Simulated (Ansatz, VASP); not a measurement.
**BaS in VASP and in Ansatz**

POSCAR

```
BaS
1.0
    0.0000000000      3.2470383308      3.2470383308
    3.2470383308      0.0000000000      3.2470383308
    3.2470383308      3.2470383308      0.0000000000
Ba S
1 1
Direct
    0.0000000000      0.0000000000      0.0000000000
    0.5000000000      0.5000000000      0.5000000000
```

File INCAR.step1:

```
ALGO     = Normal         # electronic algorithm
EDIFF    = 1E-4           # SCF threshold, eV
ENCUT    = 520            # plane-wave cutoff, eV
GGA      = PE             # functional
ISMEAR   = -1             # smearing method
LASPH    = T              # aspherical terms in the spheres
LCHARG   = F              # write CHGCAR
LREAL    = F              # projectors in reciprocal space
LWAVE    = T              # write WAVECAR
NBANDS   = 15             # bands
NELM     = 80             # most SCF steps
PREC     = Accurate       # precision mode
SIGMA    = 0.02           # smearing width, eV
```

INCAR.step2

```
ALGO     = Normal         # electronic algorithm
EDIFF    = 1E-8           # SCF threshold, eV
ENCUT    = 520            # plane-wave cutoff, eV
ISIF     = 2              # what is computed and relaxed
ISMEAR   = -1             # smearing method
ISTART   = 1            
LASPH    = T              # aspherical terms in the spheres
LCHARG   = F              # write CHGCAR
LEFG     = T            
LMIXTAU  = T            
LREAL    = F              # projectors in reciprocal space
LWAVE    = F              # write WAVECAR
METAGGA  = R2SCAN         # meta-GGA
NBANDS   = 15             # bands
NELM     = 80             # most SCF steps
PREC     = Accurate       # precision mode
SIGMA    = 0.02           # smearing width, eV
```

Contents of KPOINTS:

```
k-points
0
Gamma
  7 7 7
```

Input for Ansatz:

```yaml
crystal:
  lattice:
    - [0.0, 3.2470383308, 3.2470383308]
    - [3.2470383308, 0.0, 3.2470383308]
    - [3.2470383308, 3.2470383308, 0.0]
  atoms:
    - { symbol: Ba, position: [0.0, 0.0, 0.0] }
    - { symbol: S, position: [0.5, 0.5, 0.5] }
kpoints:
  mp_grid: { grid: [7, 7, 7] }
scf:
  occupations: { method: fermi_dirac, width: 0.02 }
hamiltonian:
  xc: r2scan
  pseudopotentials: { kind: paw }
output:
  forces: true
  stress: true
  eigenvalues: true
  efg: { contact_densities: true }
```

Change from the starting cell: volume scaled by 1.02, PAW files.

Alike in both runs: task electric field gradients; functional r2SCAN; k mesh 7 × 7 × 7; occupations fermi-dirac, width 0.02 eV; no spin polarisation.

```csv
,VASP,Ansatz
version,VASP 6.6.1,Ansatz 0.2.0
potentials or method,"VASP PAW PBE potentials, release 64 (Ba_sv, S)","PAW with Ansatz's default frozen-core files, scalar-relativistic"
plane-wave cutoff (eV),520,500
valence electrons in the cell,16,16
```

Ansatz gave:

- gap on the k mesh at the Fermi level (eV): 2.68
- pressure (GPa): -1.3

Q: Which values does VASP return?

A: gap on the k mesh at the Fermi level (eV): 2.60; pressure (GPa): -0.8.

VASP's potentials were made for PBE, not for r2SCAN. The functional is the same, so the differences come from potentials, cutoffs and numerics.

Neither program's run includes spin-orbit coupling.
